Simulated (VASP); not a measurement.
Mg5O, 6 atoms in the cell. It takes space group P-3m1 (No. 164, trigonal). The conventional cell has a = 3.149 Å, b = 3.149 Å, c = 12.807 Å, α = 90.00°, β = 90.00°, γ = 120.00°. Within 2.9 Å of Mg (site symmetry 3m) lie 3 O at 2.20 Å. Within 4.1 Å of Mg (site symmetry -3m) lie 12 Mg at 3.15 to 3.16 Å. Mg (site symmetry 3m) has 12 Mg at 3.15 to 3.16 Å within 4.1 Å. Within 2.9 Å of O (site symmetry -3m) lie 6 Mg at 2.20 Å. 

| Quantity | Value |
| --- | --- |
| Program | VASP 6.6.1 |
| Task | single point |
| Functional | PBE |
| Potentials or basis | VASP PAW PBE potentials, release 64 (Mg, O) |
| Cutoff | 520 eV |
| k mesh | 12 × 12 × 4 |
| Occupations | gaussian, width 0.1 eV |
| Spin | no spin polarisation |
| Dipole correction | no |
| Further INCAR settings | ALGO = Normal; EDIFF = 1e-06; NBANDS = 17 |

Potentials or basis: VASP PAW PBE potentials, release 64 (Mg, O).

Command:

```sh
$ cat potpaw_PBE.64/Mg/POTCAR potpaw_PBE.64/O/POTCAR > POTCAR
$ mpirun -np 1 vasp_std > vasp.out
```

Hardware: 1 thread of Intel(R) Xeon(R) 6975P-C (Granite Rapids), on a shared host.

Task: Estimate the wall time of this run.

Result: It took 47 s on 1 thread of Intel(R) Xeon(R) 6975P-C (Granite Rapids), on a shared host, peak memory 0.29 GiB. Counts: scf iterations 13, k points 69.
